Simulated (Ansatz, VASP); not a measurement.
## SnO2 in VASP and in Ansatz

```
Sn O
1.0
     4.75309    0.00000    0.00000
     0.00000    4.75309    0.00000
     0.00000    0.00000    3.19699
Sn O
2 4
Cartesian
  0.0000 0.0000 0.0000
  2.3765 2.3765 1.5985
  1.4526 1.4526 0.0000
  0.9239 3.8292 1.5985
  3.3004 3.3004 0.0000
  3.8292 0.9239 1.5985
```

Change from the starting cell: volume scaled by 1.01.

Alike in both runs: task single point; functional LDA; k mesh 4 × 4 × 6; occupations fermi-dirac, width 0.03 eV; no spin polarisation.

```csv
,VASP,Ansatz
version,VASP 6.6.1,Ansatz 0.2.0
potentials or method,"VASP PAW LDA potentials, release 64 (Sn_d, O), cutoff 520 eV","all-electron LAPW, scalar-relativistic"
```

VASP gave:

* pressure (GPa): -2.1
* traceless stress, the component that is largest in VASP (GPa): 0.28
* rms of the force components (eV/Å): 0.039

Q: Estimate Ansatz's values.

A: Pressure (GPa): -3.0; traceless stress, the component that is largest in VASP (GPa): 0.01; rms of the force components (eV/Å): 0.049.

LDA's correlation is that of Perdew and Zunger in VASP and of Perdew and Wang (1992) in Ansatz. Atom by atom the forces differ by 0.010 eV/Å (rms over components). Ansatz ran all-electron here, and VASP with PAW potentials.
